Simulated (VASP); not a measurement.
Runs of VASP 6.6.1 on ZnS. The structure is that of space group Pmm2 (No. 25), or close to it. The cells are those of the table. 

| cell | gap on the mesh (eV) | pressure (GPa) | largest force (eV/Å) |
| --- | --- | --- | --- |
| a = 3.825, b = 3.825, c = 11.569 Å, 8 atoms | 0.73 | -4.3 | 1.66 |
| a = 3.825, b = 3.825, c = 15.319 Å, 8 atoms | (a) | -1.9 | 0.71 |
| a = 3.825, b = 3.825, c = 11.319 Å, 8 atoms | (b) | (c) | 1.49 |
| a = 3.825, b = 3.825, c = 11.819 Å, 8 atoms | 0.09 | -4.2 | 1.63 |

Alike in all rows: task single point; level PBEsol; potentials or basis VASP PAW PBE potentials, release 64 (Zn, S); no spin polarisation; k mesh 7 × 7 × 3; cutoff (eV) 520; smearing gaussian 0.05 eV.

Fill in the values left out.

(a) 0.04; (b) 1.32; (c) -4.0.

Caveats: the PAW data sets were made with another functional, which shifts forces and pressure a little; the cell stands under tension (at least some runs); an odd mesh through Γ misses points on the zone boundary, where band edges can lie (at least some runs).
